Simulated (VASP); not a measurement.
# Al2O3 (R-3c) in VASP: notebook

Al2O3 is run at these levels: PBE; tasks: single point.

Program: VASP 6.6.1. These are calculated values, not measurements. Logs are shortened: lines on timing, memory, paths and dates and some standing lists are left out, and cuts for length are marked.

### 1 The cell of the first run

The structure is trigonal, space group R-3c (No. 167). The conventional cell has a = 4.525 Å, b = 4.525 Å, c = 14.817 Å, α = 90.00°, β = 90.00°, γ = 120.00°. Within 2.3 Å of Al (site symmetry 3) lie 6 O at 1.76 to 2.18 Å. Within 2.3 Å of O (site symmetry 2) lie 4 Al at 1.76 to 2.18 Å.

### 2 Single point, PBE

Input file INCAR:

```
ALGO = Normal ; EDIFF = 1E-6
ENCUT = 520 ; GGA = PE
ISIF = 2 ; ISMEAR = 0
LASPH = True ; LCHARG = False
LREAL = False ; LWAVE = False
NBANDS = 35 ; NELM = 80
PREC = Accurate ; SIGMA = 0.05
```

Input file KPOINTS:

```
k-points
0
Gamma
  6 6 6
```

Input file POSCAR:

```
Al2O3
1.0
    2.2623442438      1.3061650581      4.9389991301
   -2.2623442438      1.3061650581      4.9389991301
    0.0000000000     -2.6123301163      4.9389991301
Al O
4 6
Direct
    0.8635611633      0.8635611633      0.8635611633
    0.6364388367      0.6364388367      0.6364388367
    0.1364388367      0.1364388367      0.1364388367
    0.3635611633      0.3635611633      0.3635611633
    0.0561574040      0.4438425960      0.7500000000
    0.7500000000      0.0561574040      0.4438425960
    0.4438425960      0.7500000000      0.0561574040
    0.9438425960      0.5561574040      0.2500000000
    0.2500000000      0.9438425960      0.5561574040
    0.5561574040      0.2500000000      0.9438425960
```

Potentials or basis: VASP PAW PBE potentials, release 64 (Al, O).

Started as:

```console
$ cat potpaw_PBE.64/Al/POTCAR potpaw_PBE.64/O/POTCAR > POTCAR
$ mpirun -np 1 vasp_std > vasp.out
```

OUTCAR:

```text
EDIFF = 1E-6
   ENCUT = 520
   GGA = PE
   ISIF = 2
   ISMEAR = 0
   LASPH = True
   LREAL = False
   NELM = 80
   PREC = Accurate

 ion  position               nearest neighbor table
   1  0.864  0.864  0.864-   9 1.76   8 1.76  10 1.76   7 2.18   6 2.18   5 2.18   3 2.76   3 2.76
                             3 2.76   2 3.05   2 3.05   2 3.05
   2  0.636  0.636  0.636-  10 1.76   8 1.76   9 1.76   6 2.18   7 2.18   5 2.18   4 2.76   4 2.76
                             4 2.76   1 3.05   1 3.05   1 3.05
   3  0.136  0.136  0.136-   6 1.76   5 1.76   7 1.76  10 2.18   9 2.18   8 2.18   1 2.76   1 2.76
                             1 2.76   4 3.05   4 3.05   4 3.05
   4  0.364  0.364  0.364-   7 1.76   5 1.76   6 1.76   9 2.18  10 2.18   8 2.18   2 2.76   2 2.76
                             2 2.76   3 3.05   3 3.05   3 3.05
   5  0.056  0.444  0.750-   3 1.76   4 1.76   1 2.18   2 2.18
   6  0.750  0.056  0.444-   3 1.76   4 1.76   2 2.18   1 2.18
   7  0.444  0.750  0.056-   4 1.76   3 1.76   1 2.18   2 2.18
   8  0.944  0.556  0.250-   1 1.76   2 1.76   3 2.18   4 2.18
   9  0.250  0.944  0.556-   1 1.76   2 1.76   4 2.18   3 2.18
  10  0.556  0.250  0.944-   2 1.76   1 1.76   3 2.18   4 2.18

  LATTYP: Found a trigonal (rhomboedric) cell.
 ALAT       =     5.5873053473
 COS(alpha) =     0.6720991361

  Lattice vectors:

 A1 = (   2.2623442438,   1.3061650581,   4.9389991301)
 A2 = (  -2.2623442438,   1.3061650581,   4.9389991301)
 A3 = (   0.0000000000,  -2.6123301163,   4.9389991301)

Analysis of symmetry for initial positions (statically):
=====================================================================
 Subroutine PRICEL returns:
 Original cell was already a primitive cell.

 Routine SETGRP: Setting up the symmetry group for a
 trigonal (rhombohedral) supercell.

 Subroutine GETGRP returns: Found 12 space group operations
 (whereof  6 operations were pure point group operations)
 out of a pool of 12 trial point group operations.

The static configuration has the point symmetry S_6 .
 The point group associated with its full space group is D_3d.

Analysis of symmetry for dynamics (positions and initial velocities):
=====================================================================
 Subroutine PRICEL returns:
 Original cell was already a primitive cell.

 Routine SETGRP: Setting up the symmetry group for a
 trigonal (rhombohedral) supercell.

 Subroutine GETGRP returns: Found 12 space group operations
 (whereof  6 operations were pure point group operations)
 out of a pool of 12 trial point group operations.

The dynamic configuration has the point symmetry S_6 .
 The point group associated with its full space group is D_3d.

 Subroutine INISYM returns: Found 12 space group operations
 (whereof  6 operations are pure point group operations),
 and found     1 'primitive' translations

----------------------------------------------------------------------------------------

                                     Primitive cell

  volume of cell :      87.5683

  direct lattice vectors                    reciprocal lattice vectors
     2.262344244  1.306165058  4.938999130     0.221009690  0.127600004  0.067490057
    -2.262344244  1.306165058  4.938999130    -0.221009690  0.127600004  0.067490057
     0.000000000 -2.612330116  4.938999130     0.000000000 -0.255200008  0.067490057

  length of vectors
     5.587305347  5.587305347  5.587305347     0.263973392  0.263973392  0.263973392

  position of ions in fractional coordinates (direct lattice)
     0.863561163  0.863561163  0.863561163
     0.636438837  0.636438837  0.636438837
     0.136438837  0.136438837  0.136438837
     0.363561163  0.363561163  0.363561163
     0.056157404  0.443842596  0.750000000
     0.750000000  0.056157404  0.443842596
     0.443842596  0.750000000  0.056157404
     0.943842596  0.556157404  0.250000000
     0.250000000  0.943842596  0.556157404
     0.556157404  0.250000000  0.943842596

  ion indices of the primitive-cell ions
   primitive index   ion index
                 1           1
                 2           2
                 3           3
                 4           4
                 5           5
                 6           6
                 7           7
                 8           8
                 9           9
                10          10

----------------------------------------------------------------------------------------

 KPOINTS: k-points

Automatic generation of k-mesh.
 Grid dimensions read from file:
 generate k-points for:    6    6    6

 Generating k-lattice:

  Cartesian coordinates                     Fractional coordinates (reciprocal lattice)
     0.036834948  0.021266667  0.011248343     0.166666667 -0.000000000  0.000000000
    -0.036834948  0.021266667  0.011248343    -0.000000000  0.166666667  0.000000000
     0.000000000 -0.042533335  0.011248343     0.000000000  0.000000000  0.166666667

  Length of vectors
     0.043995565  0.043995565  0.043995565

  Shift w.r.t. Gamma in fractional coordinates (k-lattice)
     0.000000000  0.000000000  0.000000000

 Subroutine IBZKPT returns following result:
 ===========================================

 Found     32 irreducible k-points:

 Following reciprocal coordinates:
            Coordinates               Weight
  0.000000  0.000000  0.000000      1.000000
  0.166667  0.000000 -0.000000      6.000000
  0.333333  0.000000 -0.000000      6.000000
  0.500000  0.000000 -0.000000      3.000000
  0.166667  0.166667 -0.000000      6.000000
  0.333333  0.166667 -0.000000     12.000000
[... 16 lines left out ...]
  0.500000  0.500000  0.166667      6.000000
 -0.333333  0.500000  0.166667     12.000000
 [... further k-points ...]
   k-points           NKPTS =     32   k-points in BZ     NKDIM =     32   number of bands    NBANDS=     35
   number of dos      NEDOS =    301   number of ions     NIONS =     10
   total plane-waves  NPLWV =  74088
   dimension x,y,z NGX =    42 NGY =   42 NGZ =   42
   dimension x,y,z NGXF=    84 NGYF=   84 NGZF=   84
   ions per type =               4   6
   NGX,Y,Z   is equivalent  to a cutoff of  12.50, 12.50, 12.50 a.u.
   NGXF,Y,Z  is equivalent  to a cutoff of  24.99, 24.99, 24.99 a.u.
 SYSTEM =  unknown system
   PREC   = accura    normal or accurate (medium, high low for compatibility)
   ISTART =      0    job   : 0-new  1-cont  2-samecut
   ICHARG =      2    charge: 1-file 2-atom 10-const
   ISPIN  =      1    spin polarized calculation?
   LNONCOLLINEAR =      F non collinear calculations
   LSORBIT =      F    spin-orbit coupling
   LASPH  =      T    aspherical Exc in radial PAW
   ENCUT  =  520.0 eV  38.22 Ry    6.18 a.u.  10.39 10.39 10.39*2*pi/ulx,y,z
   NELM   =     80;   NELMIN=  2; NELMDL= -5     # of ELM steps
   EDIFF  = 0.1E-05   stopping-criterion for ELM
   LREAL  =      F    real-space projection
   EDIFFG = 0.1E-04   stopping-criterion for IOM
   NSW    =      0    number of steps for IOM
   IBRION =     -1    ionic relax: 0-MD 1-quasi-New 2-CG
   NFREE  =      0    steps in history (QN), initial steepest desc. (CG)
   ISIF   =      2    stress and relaxation
   ISYM   =      2    0-nonsym 1-usesym 2-fastsym
   POTIM  = 0.5000    time-step for ionic-motion
   TEBEG  =    0.0;   TEEND  =   0.0 temperature during run
   PSTRESS=    0.0 pullay stress
   NELECT =      48.0000    total number of electrons
   NUPDOWN=      -1.0000    fix difference up-down
   EMIN   =  10.00;   EMAX   =-10.00  energy-range for DOS
   EFERMI =   0.00;   METHOD = LEGACY
   ISMEAR =     0;   SIGMA  =   0.05  broadening in eV -4-tet -1-fermi 0-gaus
   EFERMI_NEDOS =   21; number of points for ismear=-14 and -15
   IALGO  =     38    algorithm
   IMIX   =      4    mixing-type and parameters
     AMIX     =   0.40;   BMIX     =  1.00
     AMIX_MAG =   1.60;   BMIX_MAG =  1.00
  volume/ion in A,a.u.               =       8.76        59.09
  Fermi-wavevector in a.u.,A,eV,Ry     =   1.339799  2.531853 24.423286  1.795061
  Thomas-Fermi vector in A             =   2.468162
   LORBIT       =      0    0 simple, 1 ext, 2 COOP (PROOUT), +10 PAW based schemes
   GGA     = PE    functional components
   LHFCALC =     F    Hartree Fock is set to
   AEXX    =    0.0000 exact exchange contribution
   IVDW    =     0    specifies the selected vdW correction
   LEPSILON=     F    determine dielectric tensor
   LRPA    =     F    only Hartree local field effects (RPA)
 non-spin polarized calculation
 Gauss-broadening in eV      SIGMA  =   0.05
  energy-cutoff  :      520.00
  volume of cell :       87.57
 maximum number of plane-waves:      2383
 NGX is ok and might be reduce to    42

 number of electron      48.0000010 magnetization

 Free energy of the ion-electron system (eV)
  ---------------------------------------------------
  ext. energy  EPLUGINS =         0.00000000
  ---------------------------------------------------
  free energy    TOTEN  =       -71.43048527 eV

  energy without entropy =      -71.43048527  energy(sigma->0) =      -71.43048527

 E-fermi :   6.7393     XC(G=0): -11.5295

 val. band max:        6.4346061800   @ k =   0.0000   0.0000   0.0000
 cond. band min:      10.8046532826   @ k =   0.0000   0.0000   0.0000
 fundamental gap:      4.3700471026
 Fermi energy:         6.7392626143

 k-point     1 :       0.0000    0.0000    0.0000
  band No.  band energies     occupation
      1     -13.1602      2.00000
      2     -11.6581      2.00000
      3     -10.4663      2.00000
      4     -10.4663      2.00000
      5     -10.3119      2.00000
      6     -10.3119      2.00000
[... 27 lines left out ...]
     34      18.4942      0.00000
     35      18.5750      0.00000
[... 843 lines left out ...]
      5     -10.7327      2.00000
      6     -10.4758      2.00000
[... 27 lines left out ...]
     34      18.9108      0.00000
     35      19.1685      0.00000

 [... further k-points ...]

------------------------ aborting loop because EDIFF is reached ----------------------------------------

  FORCE on cell =-STRESS in cart. coord.  units (eV):
  Direction    XX          YY          ZZ          XY          YZ          ZX
  --------------------------------------------------------------------------------------
  -------------------------------------------------------------------------------------
  Total       21.7791452     21.7791452    -19.2150397     -0.0000000      0.0000000      0.0000000
  in kB      398.4781033    398.4781032   -351.5644212     -0.0000000      0.0000000      0.0000000
  external PRESSURE =     148.4639284 kB  Pullay stress =       0.0000000 kB

 VOLUME and BASIS-vectors are now :
 -----------------------------------------------------------------------------
  energy-cutoff  :      520.00
  volume of cell :       87.57
      direct lattice vectors                 reciprocal lattice vectors
     2.262344244  1.306165058  4.938999130     0.221009690  0.127600004  0.067490057
    -2.262344244  1.306165058  4.938999130    -0.221009690  0.127600004  0.067490057
     0.000000000 -2.612330116  4.938999130     0.000000000 -0.255200008  0.067490057

 POSITION                                       TOTAL-FORCE (eV/Angst)
 -----------------------------------------------------------------------------------
      0.00000     -0.00000     12.79538         0.000000      0.000000     -2.090708
      0.00000     -0.00000      9.43011         0.000000     -0.000000      2.090708
      0.00000     -0.00000      2.02161         0.000000     -0.000000      2.090708
      0.00000     -0.00000      5.38688         0.000000      0.000000     -2.090708
     -0.87708     -1.30617      6.17375        -0.039655     -0.000000     -0.000000
      1.56971     -0.10649      6.17375         0.019828     -0.034342     -0.000000
     -0.69263      1.41265      6.17375         0.019828      0.034342     -0.000000
      0.87708      1.30617      8.64325         0.039655     -0.000000     -0.000000
     -1.56971      0.10649      8.64325        -0.019828      0.034342     -0.000000
      0.69263     -1.41265      8.64325        -0.019828     -0.034342     -0.000000
 -----------------------------------------------------------------------------------
    total drift:                               -0.000000     -0.000000      0.000000

  FREE ENERGIE OF THE ION-ELECTRON SYSTEM (eV)
  ---------------------------------------------------
  free  energy   TOTEN  =       -71.4304852656 eV

  energy  without entropy=      -71.4304852656  energy(sigma->0) =      -71.43048527
```

Run time: 77 s. Hardware: 1 thread of AMD EPYC 9R45 (Zen 5), shared host; peak memory 0.25 GiB.

What came out:

```
Free energy            : -71.4305 eV
Pressure               : 14.8 GPa
Largest force          : 2.091 eV/Å
Band gap on the k mesh : 4.37 eV
```

Forces on the atoms (eV/Å):
```
Al   0.000  0.000 -2.091
Al   0.000  0.000  2.091
Al   0.000  0.000  2.091
Al   0.000  0.000 -2.091
O   -0.040  0.000  0.000
O    0.020 -0.034  0.000
O    0.020  0.034  0.000
O    0.040  0.000  0.000
O   -0.020  0.034  0.000
O   -0.020 -0.034  0.000
```

Caveat: the stress differs along the axes, from -35 to 40 GPa; forces of over 1 eV/Å act on the atoms, so gaps and moduli don't describe the material at rest.

### 3 Single point, PBE

This run uses another cell than the first one, of the same volume but with other edges.

Edit INCAR of step 2 so:

```diff
@@ -5,3 +5,3 @@
 LREAL = False ; LWAVE = False
-NBANDS = 35 ; NELM = 80
+NBANDS = 35 ; NELM = 100
 PREC = Accurate ; SIGMA = 0.05
```

KPOINTS is that of step 2.

Input file POSCAR:

```
Al2O3
1.0
    2.5897113169      1.4951705259      3.7692384980
   -2.5897113169      1.4951705259      3.7692384980
    0.0000000000     -2.9903410518      3.7692384980
Al O
4 6
Direct
    0.8559399590      0.8559399590      0.8559399590
    0.6440600410      0.6440600410      0.6440600410
    0.1440600410      0.1440600410      0.1440600410
    0.3559399590      0.3559399590      0.3559399590
    0.0561574040      0.4438425960      0.7500000000
    0.7500000000      0.0561574040      0.4438425960
    0.4438425960      0.7500000000      0.0561574040
    0.9438425960      0.5561574040      0.2500000000
    0.2500000000      0.9438425960      0.5561574040
    0.5561574040      0.2500000000      0.9438425960
```

Potentials or basis: VASP PAW PBE potentials, release 64 (Al, O).

Started as:

```console
$ cat potpaw_PBE.64/Al/POTCAR potpaw_PBE.64/O/POTCAR > POTCAR
$ mpirun -np 1 vasp_std > vasp.out
```

Run time: 48 s. Hardware: 1 thread of AMD EPYC 9R45 (Zen 5), shared host; peak memory 0.2 GiB.

Results (log left out):

| Item | Value |
| --- | --- |
| Free energy | -71.8007 eV |
| Pressure | -0.9 GPa |
| Largest force | 1.276 eV/Å |
| Band gap on the k mesh | 3.42 eV |

Forces in eV/Å, atoms in the order of the input:
```
Al   0.000  0.000  1.276
Al   0.000  0.000 -1.276
Al   0.000  0.000 -1.276
Al   0.000  0.000  1.276
O   -0.357  0.000  0.000
O    0.179 -0.310  0.000
O    0.179  0.310  0.000
O    0.357  0.000  0.000
O   -0.179  0.310  0.000
O   -0.179 -0.310  0.000
```

Stress tensor (GPa, compression positive):
```
-25.12   0.00   0.00
  0.00 -25.12   0.00
  0.00   0.00  47.61
```

Levels at points of the mesh, in eV from the valence-band top:
```
           k point  band 22  band 23  band 24  band 25  band 26  band 27
(0.00, 0.00, 0.00)    -1.06    -1.06     0.00     3.42     6.51     7.53
(0.50, 0.00, 0.00)    -1.40    -0.76    -0.76     6.24     6.24     7.80
(0.50, 0.50, 0.00)    -1.72    -1.15    -0.62     6.23     6.56     7.24
(0.50, 0.50, 0.50)    -1.82    -1.82    -1.82     6.08     6.08     8.27
```

Caveat: the stress differs along the axes, from -25 to 48 GPa; forces of over 1 eV/Å act on the atoms, so gaps and moduli don't describe the material at rest.

[end of part 1 of 2]
